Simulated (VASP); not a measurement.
A run of VASP 6.6.1:

File INCAR:

```
ALGO = Normal ; EDIFF = 1E-7
ENCUT = 520 ; GGA = PE
ISIF = 2 ; ISMEAR = 0
LASPH = True ; LCHARG = True
LELF = True ; LREAL = False
LVHAR = True ; LWAVE = False
NBANDS = 16 ; NELM = 100
PREC = Accurate ; SIGMA = 0.05
```

KPOINTS

```
k-points
0
Gamma
  6 6 6
```

POSCAR

```
MgO
1.0
    3.4863778627      0.0000000000      0.0000000000
   -1.7431889314      3.0192917963      0.0000000000
    0.0000000000      0.0000000000      4.1780412200
Mg O
2 2
Direct
    0.6666666667      0.3333333333      0.7500000000
    0.3333333333      0.6666666667      0.2500000000
    0.6021297723      0.3333333333      0.1961470129
    0.3333333333      0.6666666667      0.7500000000
```

Potentials or basis: VASP PAW PBE potentials, release 64 (Mg, O).

Run with:

```bash
$ cat potpaw_PBE.64/Mg/POTCAR potpaw_PBE.64/O/POTCAR > POTCAR
$ mpirun -np 1 vasp_std > vasp.out
```

Hardware: 1 thread of Intel(R) Xeon(R) Platinum 8259CL CPU @ 2.50GHz (Skylake/Cascade Lake), on a shared host.

Task: How long does it take, and how much memory?

Result: It took 78 s on 1 thread of Intel(R) Xeon(R) Platinum 8259CL CPU @ 2.50GHz (Skylake/Cascade Lake) (shared host), peak memory 0.21 GiB. Counts: scf iterations 14, k points 112.
